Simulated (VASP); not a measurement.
Write the native input for VASP 6.6.1 that does the following.

* Task: electric field gradients
* Functional: PBE
* Potentials or basis: VASP PAW PBE potentials, release 64 (Cd, S)
* Cutoff: 520 eV
* k mesh: 7 × 7 × 7
* Occupations: fermi-dirac, width 0.02 eV
* Spin: no spin polarisation
* Dipole correction: no
* Further INCAR settings: ALGO = Normal; EDIFF = 1e-08; NBANDS = 16

The structure of CdS lies in POSCAR:

```
CdS
1.0
    0.0000000000      2.9624437910      2.9624437910
    2.9624437910      0.0000000000      2.9624437910
    2.9624437910      2.9624437910      0.0000000000
Cd S
1 1
Direct
    0.0000000000      0.0000000000      0.0000000000
    0.7500000000      0.7500000000      0.7500000000
```

This cell differs from its parent crystal: volume scaled by 1.02.

The input as run:

INCAR

```
SYSTEM = CdS
PREC     = Accurate       ! precision mode
ENCUT    = 520            ! plane-wave cutoff, eV
EDIFF    = 1E-8           ! SCF threshold, eV
ISMEAR   = -1             ! smearing method
SIGMA    = 0.02           ! smearing width, eV
LREAL    = .False.        ! projectors in reciprocal space
LASPH    = .True.         ! aspherical terms in the spheres
NELM     = 100            ! most SCF steps
ALGO     = Normal         ! electronic algorithm
ISIF     = 2              ! what is computed and relaxed
LWAVE    = .False.        ! write WAVECAR
LCHARG   = .False.        ! write CHGCAR
GGA      = PE             ! functional
LEFG     = .True.       
NBANDS   = 16             ! bands
```

KPOINTS

```
regular mesh
0
Gamma
  7 7 7
  0 0 0
```

Potentials or basis: VASP PAW PBE potentials, release 64 (Cd, S).

The run is started by

```bash
$ cat potpaw_PBE.64/Cd/POTCAR potpaw_PBE.64/S/POTCAR > POTCAR
$ mpirun -np 1 vasp_std > vasp.out
```

Results of the run:

```yaml
Pressure: 0.3 GPa
Band_gap_on_the_k_mesh: 1.05 eV, direct
```

Caveat: without QUAD_EFG the Cq values of the log hold for a quadrupole moment of 1 mb, not for the nuclei.

It took 20 s on 1 thread of Intel(R) Xeon(R) Platinum 8259CL CPU @ 2.50GHz (Skylake/Cascade Lake), on a shared host, peak memory 0.18 GiB.
